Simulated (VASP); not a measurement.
Crystal: BP.

```
P B
1.0
     0.00000    2.22268    2.22268
     2.22268    0.00000    2.22268
     2.22268    2.22268    0.00000
P B
1 1
Direct
  0.75000 0.75000 0.75000
  0.00000 0.00000 0.00000
```

Base run:

| Quantity | Value |
| --- | --- |
| Program | VASP 6.6.1 |
| Functional | r2SCAN |
| Potentials or basis | VASP PAW PBE potentials, release 64 (P, B) |
| Cutoff | 550 eV |
| k mesh | 10 × 10 × 10 |
| Occupations | fermi-dirac, width 0.05 eV |
| Spin | no spin polarisation |

Its results: band gap on the k mesh 1.36 eV (least direct gap 3.74 eV); pressure 11.0 GPa.

The run is repeated on the same cell with these changes: functional from r2SCAN to PBE0; cutoff from 550 eV to 520 eV; k mesh from 10 × 10 × 10 to 5 × 5 × 5. What comes out?

Band gap on the k mesh 2.64 eV (least direct gap 5.19 eV); pressure 9.7 GPa.

Several settings changed at once.

Caveats: some runs use coarse meshes; the PAW data sets were made with another functional, which shifts forces and pressure a little; the cell stands under pressure (at least some runs); an odd mesh through Γ misses points on the zone boundary, where band edges can lie (at least some runs).
